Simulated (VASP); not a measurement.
A run of VASP 6.6.1 is set up as follows.

The input INCAR:

```
PREC     = Accurate       # precision mode
ENCUT    = 520            # plane-wave cutoff, eV
EDIFF    = 1E-7           # SCF threshold, eV
ISMEAR   = -1             # smearing method
SIGMA    = 0.05           # smearing width, eV
LREAL    = False          # projectors in reciprocal space
LASPH    = True           # aspherical terms in the spheres
NELM     = 60             # most SCF steps
ALGO     = Normal         # electronic algorithm
ISIF     = 2              # what is computed and relaxed
LWAVE    = False          # write WAVECAR
LCHARG   = True           # write CHGCAR
GGA      = PS             # functional
IVDW     = 12             # dispersion correction
LELF     = True           # ELF
LVHAR    = True         
NBANDS   = 35             # bands
```

File KPOINTS:

```
Automatic mesh
0
Gamma
  9 9 2
```

File POSCAR:

```
Te2Mo
1.0
    3.4425710222      0.0000000000      0.0000000000
   -1.7212855111      2.9813539595      0.0000000000
    0.0000000000      0.0000000000     13.4013939279
Te Mo
4 2
Direct
    0.6666666667      0.3333333333      0.3853851822
    0.3333333333      0.6666666667      0.8853851822
    0.6666666667      0.3333333333      0.1146148178
    0.3333333333      0.6666666667      0.6146148178
    0.6666666667      0.3333333333      0.7500000000
    0.3333333333      0.6666666667      0.2500000000
```

Potentials or basis: VASP PAW PBE potentials, release 64 (Te, Mo_sv).

Launch:

```console
$ cat potpaw_PBE.64/Te/POTCAR potpaw_PBE.64/Mo_sv/POTCAR > POTCAR
$ mpirun -np 1 vasp_std > vasp.out
```

Q: Estimate the pressure.

A: -0.4 GPa.

Q: What does it give for the dispersion energy per atom?

A: -0.561 eV.

Forces on the atoms (eV/Å):
```
Te   0.000  0.000  0.033
Te   0.000  0.000  0.033
Te   0.000  0.000 -0.033
Te   0.000  0.000 -0.033
Mo   0.000  0.000  0.000
Mo   0.000  0.000  0.000
```

Caveat: three body term missing; the PAW data sets were made with another functional, which shifts forces and pressure a little; spin-orbit coupling is left out, which moves the levels of the heavy elements.

**The experiment to reproduce.**

“Broadband infrared study of pressure-tunable Fano resonance and metallization transition in 2H-MoTe2”, 2022, pmc:9569381 quotes, for a bulk crystal of Te2Mo at 300 K: band gap 0.88 ± 0.05 eV (indirect).

Measured gap of Te2Mo: 0.88 eV (indirect; 300 K; quoted in “Broadband infrared study of pressure-tunable Fano resonance and metallization transition in 2H-MoTe2”, 2022, pmc:9569381). This calculation gives 0.47 eV (-0.41 eV). Spin-orbit coupling on Mo, Te is left out. The value is that of PBEsol+D3(BJ) on a finite k mesh, which can miss the band edges, without temperature or zero-point motion. Semilocal functionals fall short of measured gaps as a rule.
